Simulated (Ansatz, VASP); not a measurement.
Sr: VASP beside Ansatz

```
Sr
1.0
     0.00000    3.19447    3.04235
     3.19447    0.00000    3.04235
     3.19447    3.19447    0.00000
Sr
1
Direct
  0.00000 0.00000 0.00000
```

Change from the starting cell: strain +0.050 along x and y, +0.000 along z, atoms carried along.

Alike in both runs: task single point; functional PBE; k mesh 14 × 14 × 14; occupations gaussian, width 0.15 eV; no spin polarisation.

|  | VASP | Ansatz |
| --- | --- | --- |
| version | VASP 6.6.1 | Ansatz 0.2.0 |
| potentials or method | VASP PAW PBE potentials, release 64 (Sr_sv), cutoff 520 eV | scalar-relativistic, plane waves, PAW |
| valence electrons in the cell | 10 | 10 |

|  | VASP | Ansatz | Ansatz less VASP |
| --- | --- | --- | --- |
| gap on the k mesh at the Fermi level (eV) | none | none | - |
| pressure (GPa) | -1.2 | -1.2 | -0.01 |
| traceless stress, the component that is largest in VASP (GPa) | 0.12 | 0.12 | 0.000 |

A gap of «none» marks a metal or a gap that the smearing closes.
